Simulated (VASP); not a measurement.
The system is Pd.

```
CELL_PARAMETERS angstrom
0.00000 1.94650 1.94650
1.94650 0.00000 1.94650
1.94650 1.94650 0.00000
ATOMIC_POSITIONS crystal
Pd 0.00000 0.00000 0.00000
```

Base run:

| Item | Value |
| --- | --- |
| Program | VASP 6.6.1 |
| Functional | PBE |
| Potentials or basis | VASP PAW PBE potentials, release 64 (Pd) |
| Cutoff | 520 eV |
| k mesh | 17 × 17 × 17 |
| Occupations | fermi-dirac, width 0.08 eV |
| Spin | collinear spin |
| Starting moments | [0.6] μB |

Its results: pressure 7.0 GPa.

After a change of settings the same cell gave: pressure 9.1 GPa; site moments Pd +0.78 μB. Which change was it?
A. moments at the start from [0.6] to [0.3]; fixed moment from none to 0.3 μB
B. moments at the start from [0.6] to [0.8]; fixed moment from none to 0.8 μB
C. moments at the start from [0.6] to [0.5]; fixed moment from none to 0.5 μB
D. moments at the start from [0.6] to [0.15]; fixed moment from none to 0.15 μB

B.

Caveats: the cell stands under pressure; the total moment is fixed, so each spin has its own Fermi level (at least some runs).
